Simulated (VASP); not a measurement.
# SiPb (rocksalt type) (Fm-3m) in VASP: relaxation of cell and atoms with PBE

Aim: the relaxation of cell and atoms of SiPb (rocksalt type) with PBE.

All numbers are computed with VASP 6.6.1; they aren't measurements. Logs are shortened: lines on timing, memory, paths and dates and some standing lists are left out, and cuts for length are marked.

## (1) The cell of the first run

Symmetry: Fm-3m, No. 225, cubic system. The conventional cell has a = 5.651 Å, b = 5.651 Å, c = 5.651 Å, α = 90.00°, β = 90.00°, γ = 90.00°. Within 3.7 Å of Pb (site symmetry m-3m) lie 6 Si at 2.83 Å. Si (site symmetry m-3m) has 6 Pb at 2.83 Å within 3.7 Å.

## (2) Relaxation of cell and atoms, PBE

INCAR reads:

```
SYSTEM = SiPb
PREC = Accurate
ENCUT = 600
EDIFF = 1E-6
ISMEAR = -1
SIGMA = 0.05
LREAL = .False.
LASPH = .True.
NELM = 60
ALGO = Normal
ISIF = 3
LWAVE = .False.
LCHARG = .False.
GGA = PE
IBRION = 2
NSW = 100
EDIFFG = -0.005
```

KPOINTS reads:

```
Automatic mesh
0
Gamma
  13 13 13
  0 0 0
```

POSCAR reads:

```
SiPb
1.0
    0.0000000000      2.8252681976      2.8252681976
    2.8252681976      0.0000000000      2.8252681976
    2.8252681976      2.8252681976      0.0000000000
Pb Si
1 1
Direct
    0.0000000000      0.0000000000      0.0000000000
    0.5000000000      0.5000000000      0.5000000000
```

Potentials or basis: VASP PAW PBE potentials, release 64 (Pb_d, Si).

On the command line:

```
cat potpaw_PBE.64/Pb_d/POTCAR potpaw_PBE.64/Si/POTCAR > POTCAR
mpirun -np 1 vasp_std > vasp.out
```

OUTCAR:

```text
SYSTEM = SiPb
   PREC = Accurate
   ENCUT = 600
   EDIFF = 1E-6
   ISMEAR = -1
   LREAL = .False.
   LASPH = .True.
   NELM = 60
   ISIF = 3
   GGA = PE
   IBRION = 2
   NSW = 100
   EDIFFG = -0.005

 ion  position               nearest neighbor table
   1  0.000  0.000  0.000-   2 2.83   2 2.83   2 2.83   2 2.83   2 2.83   2 2.83
   2  0.500  0.500  0.500-   1 2.83   1 2.83   1 2.83   1 2.83   1 2.83   1 2.83

  LATTYP: Found a face centered cubic cell.
 ALAT       =     5.6505363952

  Lattice vectors:

 A1 = (   0.0000000000,   2.8252681976,   2.8252681976)
 A2 = (   2.8252681976,   0.0000000000,   2.8252681976)
 A3 = (   2.8252681976,   2.8252681976,   0.0000000000)

Analysis of symmetry for initial positions (statically):
=====================================================================
 Subroutine PRICEL returns:
 Original cell was already a primitive cell.

 Routine SETGRP: Setting up the symmetry group for a
 face centered cubic supercell.

 Subroutine GETGRP returns: Found 48 space group operations
 (whereof 48 operations were pure point group operations)
 out of a pool of 48 trial point group operations.

The static configuration has the point symmetry O_h .

Analysis of symmetry for dynamics (positions and initial velocities):
=====================================================================
 Subroutine PRICEL returns:
 Original cell was already a primitive cell.

 Routine SETGRP: Setting up the symmetry group for a
 face centered cubic supercell.

 Subroutine GETGRP returns: Found 48 space group operations
 (whereof 48 operations were pure point group operations)
 out of a pool of 48 trial point group operations.

The dynamic configuration has the point symmetry O_h .

 Subroutine INISYM returns: Found 48 space group operations
 (whereof 48 operations are pure point group operations),
 and found     1 'primitive' translations

----------------------------------------------------------------------------------------

                                     Primitive cell

  volume of cell :      45.1034

  direct lattice vectors                    reciprocal lattice vectors
     0.000000000  2.825268198  2.825268198    -0.176974349  0.176974349  0.176974349
     2.825268198  0.000000000  2.825268198     0.176974349 -0.176974349  0.176974349
     2.825268198  2.825268198  0.000000000     0.176974349  0.176974349 -0.176974349

  length of vectors
     3.995532602  3.995532602  3.995532602     0.306528564  0.306528564  0.306528564

  position of ions in fractional coordinates (direct lattice)
     0.000000000  0.000000000  0.000000000
     0.500000000  0.500000000  0.500000000

  ion indices of the primitive-cell ions
   primitive index   ion index
                 1           1
                 2           2

----------------------------------------------------------------------------------------

 KPOINTS: Automatic mesh

Automatic generation of k-mesh.
 Grid dimensions read from file:
 generate k-points for:   13   13   13

 Generating k-lattice:

  Cartesian coordinates                     Fractional coordinates (reciprocal lattice)
    -0.013613411  0.013613411  0.013613411     0.076923077  0.000000000  0.000000000
     0.013613411 -0.013613411  0.013613411     0.000000000  0.076923077  0.000000000
     0.013613411  0.013613411 -0.013613411     0.000000000  0.000000000  0.076923077

  Length of vectors
     0.023579120  0.023579120  0.023579120

  Shift w.r.t. Gamma in fractional coordinates (k-lattice)
     0.000000000  0.000000000  0.000000000

 Subroutine IBZKPT returns following result:
 ===========================================

 Found     84 irreducible k-points:

 Following reciprocal coordinates:
            Coordinates               Weight
  0.000000  0.000000  0.000000      1.000000
  0.076923  0.000000  0.000000      8.000000
  0.153846  0.000000  0.000000      8.000000
  0.230769  0.000000  0.000000      8.000000
  0.307692  0.000000  0.000000      8.000000
  0.384615  0.000000  0.000000      8.000000
[... 16 lines left out ...]
  0.384615  0.153846  0.000000     24.000000
  0.461538  0.153846  0.000000     24.000000
 [... further k-points ...]
   k-points           NKPTS =     84   k-points in BZ     NKDIM =     84   number of bands    NBANDS=     13
   number of dos      NEDOS =    301   number of ions     NIONS =      2
   total plane-waves  NPLWV =  32768
   dimension x,y,z NGX =    32 NGY =   32 NGZ =   32
   dimension x,y,z NGXF=    64 NGYF=   64 NGZF=   64
   ions per type =               1   1
   NGX,Y,Z   is equivalent  to a cutoff of  13.31, 13.31, 13.31 a.u.
   NGXF,Y,Z  is equivalent  to a cutoff of  26.63, 26.63, 26.63 a.u.
 SYSTEM =  SiPb
   PREC   = accura    normal or accurate (medium, high low for compatibility)
   ISTART =      0    job   : 0-new  1-cont  2-samecut
   ICHARG =      2    charge: 1-file 2-atom 10-const
   ISPIN  =      1    spin polarized calculation?
   LNONCOLLINEAR =      F non collinear calculations
   LSORBIT =      F    spin-orbit coupling
   LASPH  =      T    aspherical Exc in radial PAW
   ENCUT  =  600.0 eV  44.10 Ry    6.64 a.u.   7.98  7.98  7.98*2*pi/ulx,y,z
   NELM   =     60;   NELMIN=  2; NELMDL= -5     # of ELM steps
   EDIFF  = 0.1E-05   stopping-criterion for ELM
   LREAL  =      F    real-space projection
   EDIFFG = -.5E-02   stopping-criterion for IOM
   NSW    =    100    number of steps for IOM
   IBRION =      2    ionic relax: 0-MD 1-quasi-New 2-CG
   NFREE  =      1    steps in history (QN), initial steepest desc. (CG)
   ISIF   =      3    stress and relaxation
   ISYM   =      2    0-nonsym 1-usesym 2-fastsym
   POTIM  = 0.5000    time-step for ionic-motion
   TEBEG  =    0.0;   TEEND  =   0.0 temperature during run
   PSTRESS=    0.0 pullay stress
   NELECT =      18.0000    total number of electrons
   NUPDOWN=      -1.0000    fix difference up-down
   EMIN   =  10.00;   EMAX   =-10.00  energy-range for DOS
   EFERMI =   0.00;   METHOD = LEGACY
   ISMEAR =    -1;   SIGMA  =   0.05  broadening in eV -4-tet -1-fermi 0-gaus
   EFERMI_NEDOS =   21; number of points for ismear=-14 and -15
   IALGO  =     38    algorithm
   IMIX   =      4    mixing-type and parameters
     AMIX     =   0.40;   BMIX     =  1.00
     AMIX_MAG =   1.60;   BMIX_MAG =  1.00
  volume/ion in A,a.u.               =      22.55       152.19
  Fermi-wavevector in a.u.,A,eV,Ry     =   1.205302  2.277691 19.765913  1.452754
  Thomas-Fermi vector in A             =   2.341003
   LORBIT       =      0    0 simple, 1 ext, 2 COOP (PROOUT), +10 PAW based schemes
   GGA     = PE    functional components
   LHFCALC =     F    Hartree Fock is set to
   AEXX    =    0.0000 exact exchange contribution
   IVDW    =     0    specifies the selected vdW correction
   LEPSILON=     F    determine dielectric tensor
   LRPA    =     F    only Hartree local field effects (RPA)
 conjugate gradient relaxation of ions
 non-spin polarized calculation
  energy-cutoff  :      600.00
  volume of cell :       45.10
 maximum number of plane-waves:      1524
   NGX = 15   NGY = 15   NGZ = 15

--------------------------------------- Ionic step        1  -------------------------------------------

 number of electron      17.9999999 magnetization

 Free energy of the ion-electron system (eV)
  ---------------------------------------------------
  ext. energy  EPLUGINS =         0.00000000
  ---------------------------------------------------
  free energy    TOTEN  =        -7.79012662 eV

  energy without entropy =       -7.78177328  energy(sigma->0) =       -7.78594995

 E-fermi :   7.8387     XC(G=0): -10.4697

 val. band max:        7.7450213192   @ k =   0.1538   0.0769   0.0000
 cond. band min:       7.8405800449   @ k =   0.3846   0.2308   0.0769
 fundamental gap:      0.0955587258
 Fermi energy:         7.8387268761

 k-point     1 :       0.0000    0.0000    0.0000
  band No.  band energies     occupation
      1      -9.0091      2.00000
      2      -9.0091      2.00000
      3      -8.9731      2.00000
      4      -8.9731      2.00000
      5      -8.9731      2.00000
      6      -4.6763      2.00000
      7       7.4039      1.99967
      8       7.9351      0.25416
      9       7.9351      0.25416
     10       7.9351      0.25416
     11      14.0602      0.00000
     12      14.0602      0.00000
     13      14.0602      0.00000

 k-point     2 :       0.0769    0.0000    0.0000
  band No.  band energies     occupation
      1      -9.0106      2.00000
      2      -9.0106      2.00000
      3      -8.9727      2.00000
      4      -8.9695      2.00000
      5      -8.9695      2.00000
      6      -4.5919      2.00000
      7       6.3118      2.00000
      8       7.9480      0.20213
      9       7.9480      0.20213
     10       8.8169      0.00000
     11      13.4798      0.00000
     12      13.7683      0.00000
     13      13.7683      0.00000
[... 473 lines left out ...]
 VOLUME and BASIS-vectors are now :
 -----------------------------------------------------------------------------
  energy-cutoff  :      600.00
  volume of cell :       50.39
      direct lattice vectors                 reciprocal lattice vectors
    -0.000000000  2.931582248  2.931582248    -0.170556361  0.170556361  0.170556361
     2.931582248 -0.000000000  2.931582248     0.170556361 -0.170556361  0.170556361
     2.931582248  2.931582248  0.000000000     0.170556361  0.170556361 -0.170556361

 POSITION                                       TOTAL-FORCE (eV/Angst)
 -----------------------------------------------------------------------------------
      5.86316      2.93158      2.93158        -0.000000     -0.000000      0.000000
      2.93158      2.93158      2.93158         0.000000      0.000000     -0.000000
 -----------------------------------------------------------------------------------
    total drift:                                0.000000     -0.000000     -0.000000

  FREE ENERGIE OF THE ION-ELECTRON SYSTEM (eV)
  ---------------------------------------------------
  free  energy   TOTEN  =        -7.8973921005 eV

  energy  without entropy=       -7.8867876665  energy(sigma->0) =       -7.89208988

--------------------------------------- Ionic step        5  -------------------------------------------

 number of electron      17.9999998 magnetization

 Free energy of the ion-electron system (eV)
  ---------------------------------------------------
  ext. energy  EPLUGINS =         0.00000000
  ---------------------------------------------------
  free energy    TOTEN  =        -7.89741061 eV

  energy without entropy =       -7.88683914  energy(sigma->0) =       -7.89212487

 E-fermi :   6.5469     XC(G=0):  -9.9769

 val. band max:        6.5386000507   @ k =  -0.4615   0.3077   0.0769
 cond. band min:       6.5552964111   @ k =  -0.3077   0.2308   0.0000
 fundamental gap:      0.0166963604
 Fermi energy:         6.5469233609

 k-point     1 :       0.0000    0.0000    0.0000
  band No.  band energies     occupation
      1     -10.1462      2.00000
      2     -10.1462      2.00000
      3     -10.1192      2.00000
      4     -10.1192      2.00000
      5     -10.1192      2.00000
      6      -5.1156      2.00000
      7       5.1625      2.00000
      8       6.6947      0.09887
      9       6.6947      0.09887
     10       6.6947      0.09887
     11      12.6797      0.00000
     12      12.6798      0.00000
     13      12.7027      0.00000

 k-point     2 :       0.0769    0.0000    0.0000
  band No.  band energies     occupation
      1     -10.1471      2.00000
      2     -10.1471      2.00000
      3     -10.1189      2.00000
      4     -10.1168      2.00000
      5     -10.1168      2.00000
      6      -5.0394      2.00000
      7       4.5226      2.00000
      8       6.7068      0.07849
      9       6.7068      0.07849
     10       7.1571      0.00001
     11      12.0091      0.00000
     12      12.1265      0.00000
     13      12.1265      0.00000
[... 365 lines left out ...]
 VOLUME and BASIS-vectors are now :
 -----------------------------------------------------------------------------
  energy-cutoff  :      600.00
  volume of cell :       50.31
      direct lattice vectors                 reciprocal lattice vectors
    -0.000000000  2.929985336  2.929985336    -0.170649318  0.170649318  0.170649318
     2.929985336  0.000000000  2.929985336     0.170649318 -0.170649318  0.170649318
     2.929985336  2.929985336 -0.000000000     0.170649318  0.170649318 -0.170649318

 POSITION                                       TOTAL-FORCE (eV/Angst)
 -----------------------------------------------------------------------------------
     -0.00000      0.00000      0.00000        -0.000000     -0.000000     -0.000000
      2.92999      2.92999      2.92999         0.000000      0.000000      0.000000
 -----------------------------------------------------------------------------------
    total drift:                                0.000000     -0.000000     -0.000000

  FREE ENERGIE OF THE ION-ELECTRON SYSTEM (eV)
  ---------------------------------------------------
  free  energy   TOTEN  =        -7.8974106074 eV

  energy  without entropy=       -7.8868391408  energy(sigma->0) =       -7.89212487

 reached required accuracy - stopping structural energy minimisation
```

It took 88 s on 1 thread of Intel Xeon Platinum 8375C at 2.90GHz (Ice Lake), shared host; peak memory 0.23 GiB.

What came out:

* Free energy: -7.8974 eV
* Relaxed volume: 25.15 Å³/atom
* Relaxed cell: a = 4.144 Å, b = 4.144 Å, c = 4.144 Å, α = 60.00°, β = 60.00°, γ = 60.00°
* Space group after relaxing (to 0.05 Å): Fm-3m (No. 225)
* Energy gained by relaxing: 53.6 meV/atom
* Ionic steps: 5
* Pressure after relaxing: 0.0 GPa
* Band gap on the k mesh: zero (band 9 reaches 7.78 eV, above the bottom of band 10 at 4.40 eV)

The path:
```
step  energy change (eV)  largest force (eV/Å)  pressure (GPa)  volume (Å³)
   1              0.0000                0.0000            7.33        45.10
   2             -0.0969                0.0000           -1.73        52.18
   3             -0.1073                0.0000            0.05        50.28
   4             -0.1073                0.0000           -0.08        50.39
   5             -0.1073                0.0000            0.01        50.31
```

Final structure:
```cif
data_structure
_symmetry_space_group_name_H-M 'P 1'
_symmetry_Int_Tables_number 1
_cell_length_a 4.1436
_cell_length_b 4.1436
_cell_length_c 4.1436
_cell_angle_alpha 60.000
_cell_angle_beta 60.000
_cell_angle_gamma 60.000
_cell_volume 50.31
loop_
_atom_site_label
_atom_site_type_symbol
_atom_site_fract_x
_atom_site_fract_y
_atom_site_fract_z
_atom_site_occupancy
Pb1 Pb 0.00000 0.00000 0.00000 1
Si1 Si 0.50000 0.50000 0.50000 1
```

Caveat: spin-orbit coupling is left out, which moves the levels of the heavy elements.
